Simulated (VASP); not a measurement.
# MoS2 (R-3m) in VASP: a series of runs

The runs below take MoS2 through electric field gradients, single point, with PBE.

All numbers are computed with VASP 6.6.1; they aren't measurements. Logs are shortened: lines on timing, memory, paths and dates and some standing lists are left out, and cuts for length are marked.

## (1) The cell of the first run

Symmetry: R-3m, No. 166, trigonal system. The conventional cell has a = 3.171 Å, b = 3.171 Å, c = 18.345 Å, α = 90.00°, β = 90.00°, γ = 120.00°. Within 3.2 Å of Mo (site symmetry -3m) lie 6 S at 2.39 Å and 6 Mo at 3.17 Å. S (site symmetry 3m) has 3 Mo at 2.39 Å and 6 S at 3.17 Å within 3.2 Å.

## (2) Electric field gradients, PBE

Contents of INCAR:

```
PREC = Accurate
ENCUT = 520
EDIFF = 1E-8
ISMEAR = -1
SIGMA = 0.08
LREAL = F
LASPH = T
NELM = 80
ALGO = Normal
ISIF = 2
LWAVE = F
LCHARG = F
GGA = PE
LEFG = T
NBANDS = 20
```

Contents of KPOINTS:

```
Automatic mesh
0
Gamma
  13 13 13
```

Contents of POSCAR:

```
MoS2
1.0
    1.5855007458      0.9153892824      6.1150000000
   -1.5855007458      0.9153892824      6.1150000000
    0.0000000000     -1.8307785648      6.1150000000
Mo S
1 2
Direct
    0.0000000000      0.0000000000      0.0000000000
    0.7500000000      0.7500000000      0.7500000000
    0.2500000000      0.2500000000      0.2500000000
```

Potentials or basis: VASP PAW PBE potentials, release 64 (Mo_sv, S).

The run is started by

```bash
$ cat potpaw_PBE.64/Mo_sv/POTCAR potpaw_PBE.64/S/POTCAR > POTCAR
$ mpirun -np 1 vasp_std > vasp.out
```

OUTCAR:

```text
PREC = Accurate
   ENCUT = 520
   EDIFF = 1E-8
   ISMEAR = -1
   LREAL = F
   LASPH = T
   NELM = 80
   ISIF = 2
   GGA = PE

 ion  position               nearest neighbor table
   1  0.000  0.000  0.000-   2 2.39   2 2.39   3 2.39   3 2.39   2 2.39   3 2.39
   2  0.750  0.750  0.750-   1 2.39   1 2.39   1 2.39
   3  0.250  0.250  0.250-   1 2.39   1 2.39   1 2.39

  LATTYP: Found a trigonal (rhomboedric) cell.
 ALAT       =     6.3831790789
 COS(alpha) =     0.8766074783

  Lattice vectors:

 A1 = (   1.5855007458,   0.9153892824,   6.1150000000)
 A2 = (  -1.5855007458,   0.9153892824,   6.1150000000)
 A3 = (   0.0000000000,  -1.8307785648,   6.1150000000)

Analysis of symmetry for initial positions (statically):
=====================================================================
 Subroutine PRICEL returns:
 Original cell was already a primitive cell.

 Routine SETGRP: Setting up the symmetry group for a
 trigonal (rhombohedral) supercell.

 Subroutine GETGRP returns: Found 12 space group operations
 (whereof 12 operations were pure point group operations)
 out of a pool of 12 trial point group operations.

The static configuration has the point symmetry D_3d.

Analysis of symmetry for dynamics (positions and initial velocities):
=====================================================================
 Subroutine PRICEL returns:
 Original cell was already a primitive cell.

 Routine SETGRP: Setting up the symmetry group for a
 trigonal (rhombohedral) supercell.

 Subroutine GETGRP returns: Found 12 space group operations
 (whereof 12 operations were pure point group operations)
 out of a pool of 12 trial point group operations.

The dynamic configuration has the point symmetry D_3d.

 Subroutine INISYM returns: Found 12 space group operations
 (whereof 12 operations are pure point group operations),
 and found     1 'primitive' translations

----------------------------------------------------------------------------------------

                                     Primitive cell

  volume of cell :      53.2500

  direct lattice vectors                    reciprocal lattice vectors
     1.585500746  0.915389282  6.115000000     0.315357783  0.182071901  0.054510766
    -1.585500746  0.915389282  6.115000000    -0.315357783  0.182071901  0.054510766
     0.000000000 -1.830778565  6.115000000     0.000000000 -0.364143802  0.054510766

  length of vectors
     6.383179079  6.383179079  6.383179079     0.368201211  0.368201211  0.368201211

  position of ions in fractional coordinates (direct lattice)
     0.000000000  0.000000000  0.000000000
     0.750000000  0.750000000  0.750000000
     0.250000000  0.250000000  0.250000000

  ion indices of the primitive-cell ions
   primitive index   ion index
                 1           1
                 2           2
                 3           3

----------------------------------------------------------------------------------------

 KPOINTS: Automatic mesh

Automatic generation of k-mesh.
 Grid dimensions read from file:
 generate k-points for:   13   13   13

 Generating k-lattice:

  Cartesian coordinates                     Fractional coordinates (reciprocal lattice)
     0.024258291  0.014005531  0.004193136     0.076923077  0.000000000  0.000000000
    -0.024258291  0.014005531  0.004193136     0.000000000  0.076923077  0.000000000
     0.000000000 -0.028011062  0.004193136     0.000000000  0.000000000  0.076923077

  Length of vectors
     0.028323170  0.028323170  0.028323170

  Shift w.r.t. Gamma in fractional coordinates (k-lattice)
     0.000000000  0.000000000  0.000000000

 Subroutine IBZKPT returns following result:
 ===========================================

 Found    231 irreducible k-points:

 Following reciprocal coordinates:
            Coordinates               Weight
  0.000000  0.000000  0.000000      1.000000
  0.076923  0.000000  0.000000      6.000000
  0.153846  0.000000  0.000000      6.000000
  0.230769  0.000000  0.000000      6.000000
  0.307692  0.000000  0.000000      6.000000
  0.384615  0.000000  0.000000      6.000000
[... 16 lines left out ...]
  0.384615  0.153846  0.000000     12.000000
  0.461538  0.153846  0.000000     12.000000
 [... further k-points ...]
   k-points           NKPTS =    231   k-points in BZ     NKDIM =    231   number of bands    NBANDS=     20
   number of dos      NEDOS =    301   number of ions     NIONS =      3
   total plane-waves  NPLWV = 110592
   dimension x,y,z NGX =    48 NGY =   48 NGZ =   48
   dimension x,y,z NGXF=    96 NGYF=   96 NGZF=   96
   ions per type =               1   2
   NGX,Y,Z   is equivalent  to a cutoff of  12.50, 12.50, 12.50 a.u.
   NGXF,Y,Z  is equivalent  to a cutoff of  25.00, 25.00, 25.00 a.u.
 SYSTEM =  unknown system
   PREC   = accura    normal or accurate (medium, high low for compatibility)
   ISTART =      0    job   : 0-new  1-cont  2-samecut
   ICHARG =      2    charge: 1-file 2-atom 10-const
   ISPIN  =      1    spin polarized calculation?
   LNONCOLLINEAR =      F non collinear calculations
   LSORBIT =      F    spin-orbit coupling
   LASPH  =      T    aspherical Exc in radial PAW
   ENCUT  =  520.0 eV  38.22 Ry    6.18 a.u.  11.87 11.87 11.87*2*pi/ulx,y,z
   NELM   =     80;   NELMIN=  2; NELMDL= -5     # of ELM steps
   EDIFF  = 0.1E-07   stopping-criterion for ELM
   LREAL  =      F    real-space projection
   EDIFFG = 0.1E-06   stopping-criterion for IOM
   NSW    =      0    number of steps for IOM
   IBRION =     -1    ionic relax: 0-MD 1-quasi-New 2-CG
   NFREE  =      0    steps in history (QN), initial steepest desc. (CG)
   ISIF   =      2    stress and relaxation
   ISYM   =      2    0-nonsym 1-usesym 2-fastsym
   POTIM  = 0.5000    time-step for ionic-motion
   TEBEG  =    0.0;   TEEND  =   0.0 temperature during run
   PSTRESS=    0.0 pullay stress
   NELECT =      26.0000    total number of electrons
   NUPDOWN=      -1.0000    fix difference up-down
   EMIN   =  10.00;   EMAX   =-10.00  energy-range for DOS
   EFERMI =   0.00;   METHOD = LEGACY
   ISMEAR =    -1;   SIGMA  =   0.08  broadening in eV -4-tet -1-fermi 0-gaus
   EFERMI_NEDOS =   21; number of points for ismear=-14 and -15
   IALGO  =     38    algorithm
   IMIX   =      4    mixing-type and parameters
     AMIX     =   0.40;   BMIX     =  1.00
     AMIX_MAG =   1.60;   BMIX_MAG =  1.00
  volume/ion in A,a.u.               =      17.75       119.78
  Fermi-wavevector in a.u.,A,eV,Ry     =   1.289118  2.436079 22.610499  1.661825
  Thomas-Fermi vector in A             =   2.421030
   LORBIT       =      0    0 simple, 1 ext, 2 COOP (PROOUT), +10 PAW based schemes
   GGA     = PE    functional components
   LHFCALC =     F    Hartree Fock is set to
   AEXX    =    0.0000 exact exchange contribution
   IVDW    =     0    specifies the selected vdW correction
   LEPSILON=     F    determine dielectric tensor
   LRPA    =     F    only Hartree local field effects (RPA)
 non-spin polarized calculation
  energy-cutoff  :      520.00
  volume of cell :       53.25
 maximum number of plane-waves:      1450
   NGX = 23   NGY = 23   NGZ = 23

 number of electron      25.9999998 magnetization

 Free energy of the ion-electron system (eV)
  ---------------------------------------------------
  ext. energy  EPLUGINS =         0.00000000
  ---------------------------------------------------
  free energy    TOTEN  =       -20.95117011 eV

  energy without entropy =      -20.92617882  energy(sigma->0) =      -20.93867447

 E-fermi :   7.7502     XC(G=0): -10.8253

 val. band max:        7.7429796138   @ k =  -0.3846   0.4615   0.2308
 cond. band min:       7.7650073189   @ k =  -0.3846   0.3846   0.1538
 fundamental gap:      0.0220277050
 Fermi energy:         7.7501879867

 k-point     1 :       0.0000    0.0000    0.0000
  band No.  band energies     occupation
      1     -53.9957      2.00000
      2     -28.0732      2.00000
      3     -27.9902      2.00000
      4     -27.9902      2.00000
      5      -7.4054      2.00000
      6      -5.7729      2.00000
[... 12 lines left out ...]
     19      14.5501      0.00000
     20      17.3513      0.00000
[... 507 lines left out ...]
 k-point    24 :       0.4615    0.1538    0.0000
  band No.  band energies     occupation
      1     -53.9578      2.00000
      2     -28.3212      2.00000
      3     -28.1177      2.00000
      4     -27.9965      2.00000
      5      -5.6735      2.00000
      6      -5.1711      2.00000
[... 12 lines left out ...]
     19      15.5747      0.00000
     20      16.4610      0.00000

 [... further k-points ...]

------------------------ aborting loop because EDIFF is reached ----------------------------------------

  FORCE on cell =-STRESS in cart. coord.  units (eV):
  Direction    XX          YY          ZZ          XY          YZ          ZX
  --------------------------------------------------------------------------------------
  -------------------------------------------------------------------------------------
  Total        2.1440572      2.1440572      3.5284709      0.0000000      0.0000000      0.0000000
  in kB       64.5099888     64.5099888    106.1639663      0.0000000      0.0000000      0.0000000
  external PRESSURE =      78.3946479 kB  Pullay stress =       0.0000000 kB

 VOLUME and BASIS-vectors are now :
 -----------------------------------------------------------------------------
  energy-cutoff  :      520.00
  volume of cell :       53.25
      direct lattice vectors                 reciprocal lattice vectors
     1.585500746  0.915389282  6.115000000     0.315357783  0.182071901  0.054510766
    -1.585500746  0.915389282  6.115000000    -0.315357783  0.182071901  0.054510766
     0.000000000 -1.830778565  6.115000000     0.000000000 -0.364143802  0.054510766

 POSITION                                       TOTAL-FORCE (eV/Angst)
 -----------------------------------------------------------------------------------
      0.00000      0.00000      0.00000         0.000000      0.000000      0.000000
      0.00000      0.00000     13.75875         0.000000      0.000000      0.992231
      0.00000      0.00000      4.58625         0.000000     -0.000000     -0.992231
 -----------------------------------------------------------------------------------
    total drift:                               -0.000000     -0.000000      0.000000

  FREE ENERGIE OF THE ION-ELECTRON SYSTEM (eV)
  ---------------------------------------------------
  free  energy   TOTEN  =       -20.9511701126 eV

  energy  without entropy=      -20.9261788236  energy(sigma->0) =      -20.93867447

 Electric field gradients (V/A^2)
---------------------------------------------------------------------
 ion       V_xx      V_yy      V_zz      V_xy      V_xz      V_yz
---------------------------------------------------------------------
   1      51.060    51.060  -102.120    -0.000    -0.000     0.000
   2      25.700    25.700   -51.400    -0.000     0.000     0.000
   3      25.700    25.700   -51.400    -0.000     0.000     0.000
---------------------------------------------------------------------

 Electric field gradients after diagonalization (V/A^2)
 (convention: |V_zz| > |V_xx| > |V_yy|)
----------------------------------------------------------------------
 ion       V_xx      V_yy      V_zz     asymmetry (V_yy - V_xx)/ V_zz
----------------------------------------------------------------------
   1      51.060    51.060  -102.120       0.000
   2      25.700    25.700   -51.400       0.000
   3      25.700    25.700   -51.400       0.000
----------------------------------------------------------------------

           NMR quadrupolar parameters

 Cq : quadrupolar parameter    Cq=e*Q*V_zz/h
 eta: asymmetry parameters     (V_yy - V_xx)/ V_zz
 Q  : nuclear electric quadrupole moment in mb (millibarn)
----------------------------------------------------------------------
 ion       Cq(MHz)       eta       Q (mb)
----------------------------------------------------------------------
   1      -0.247       0.000       1.000
   2      -0.124       0.000       1.000
   3      -0.124       0.000       1.000
----------------------------------------------------------------------
```

Run time: 13 min. Hardware: 1 thread of Oxide Virtual Turin-like, shared host; peak memory 0.44 GiB.

Results:

- Free energy: -20.9512 eV
- Pressure: 7.8 GPa
- Largest force: 0.992 eV/Å
- Band gap on the k mesh: zero (bands 13 and 14 overlap by 0.70 eV)
- Largest electric field gradient by atom: Mo -102.1; S -51.4 V/Å²

Forces on the atoms (eV/Å):
```
Mo   0.000  0.000  0.000
S    0.000  0.000  0.992
S    0.000  0.000 -0.992
```

Stress tensor (GPa, compression positive):
```
 6.45  0.00  0.00
 0.00  6.45  0.00
 0.00  0.00 10.62
```

Electric field gradients, principal values (V/Å²):
```csv
atom,least,middle,greatest (by size)
1 Mo,51.060,51.060,-102.120
2 S,25.700,25.700,-51.400
3 S,25.700,25.700,-51.400
```

Caveat: the cell stands under pressure; without QUAD_EFG the Cq values of the log hold for a quadrupole moment of 1 mb, not for the nuclei.

(Continued in part 2 of 2.)

The gap in the log of VASP goes by the Fermi energy; the results here count the filled bands.